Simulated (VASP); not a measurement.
**Li2HfN2: relaxation of cell and atoms with LDA**

The system is Li2HfN2.

```
CELL_PARAMETERS angstrom
3.23712 0.00000 0.00000
-1.61856 2.80343 0.00000
0.00000 0.00000 5.42360
ATOMIC_POSITIONS crystal
Li 0.66667 0.33333 0.38279
Li 0.33333 0.66667 0.61721
Hf 0.00000 0.00000 0.00000
N 0.66667 0.33333 0.77938
N 0.33333 0.66667 0.22062
```

```json
{"Program": "VASP 6.6.1", "Task": "relaxation of cell and atoms", "Functional": "LDA", "Potentials or basis": "VASP PAW LDA potentials, release 64 (Li_sv, Hf_pv, N)", "Cutoff": "600 eV", "k mesh": "9 × 9 × 5", "Occupations": "fermi-dirac, width 0.02 eV", "Spin": "no spin polarisation", "Dipole correction": "no", "Further INCAR settings": "ALGO = Normal; EDIFF = 1e-06; IBRION = 2; EDIFFG = -0.01; NSW = 60; ISIF = 3"}
```

* Relaxed volume: 9.42 Å³/atom
* Relaxed cell: a = 3.196 Å, b = 3.196 Å, c = 5.326 Å, α = 90.00°, β = 90.00°, γ = 120.00°
* Space group after relaxing (to 0.05 Å): P-3m1 (No. 164)
* Energy gained by relaxing: 9.1 meV/atom
* Ionic steps: 9
* Pressure after relaxing: -0.1 GPa
* Largest force after relaxing: 0.009 eV/Å
* Band gap on the k mesh: 1.86 eV, indirect (least direct gap 2.68 eV)

Forces in eV/Å, atoms in the order of the input:
```
Li   0.000  0.000  0.005
Li   0.000  0.000 -0.005
Hf   0.000  0.000  0.000
N    0.000  0.000  0.009
N    0.000  0.000 -0.009
```

Stress tensor (GPa, compression positive):
```
-0.15  0.00  0.00
 0.00 -0.15  0.00
 0.00  0.00 -0.02
```

The path:
```tsv
step	energy change (eV)	largest force (eV/Å)	pressure (GPa)	volume (Å³)
1	0.0000	0.1600	-7.02	49.22
2	-0.0171	0.5799	5.60	46.21
3	-0.0407	0.2436	-0.21	47.47
4	-0.0444	0.0664	-0.09	47.27
5	-0.0447	0.0449	-0.06	47.20
6	-0.0447	0.0470	-0.06	47.19
7	-0.0451	0.0386	0.00	47.15
8	-0.0453	0.0257	0.09	47.09
9	-0.0454	0.0094	-0.11	47.12
```

Final structure:
```
Li Hf N
1.0
     3.19606    0.00000    0.00000
    -1.59803    2.76787    0.00000
     0.00000    0.00000    5.32631
Li Hf N
2 1 2
Direct
  0.66667 0.33333 0.38354
  0.33333 0.66667 0.61646
  0.00000 0.00000 0.00000
  0.66667 0.33333 0.77703
  0.33333 0.66667 0.22297
```

Levels at points of the mesh, in eV from the valence-band top:
```
           k point  band 11  band 12  band 13  band 14  band 15  band 16
(0.00, 0.00, 0.00)    -0.42     0.00     0.00     3.51     3.51     3.96
```

Run time: 2.5 min on 1 thread of Intel(R) Xeon(R) Platinum 8488C (Sapphire Rapids), on a shared host, peak memory 0.2 GiB.

Caveat: the cutoff is under 1.25 times the usual one of these potentials, so pressure, stress and relaxed cells hold a basis-set (Pulay) error; spin-orbit coupling is left out, which moves the levels of the heavy elements. A k mesh can miss the band edges.
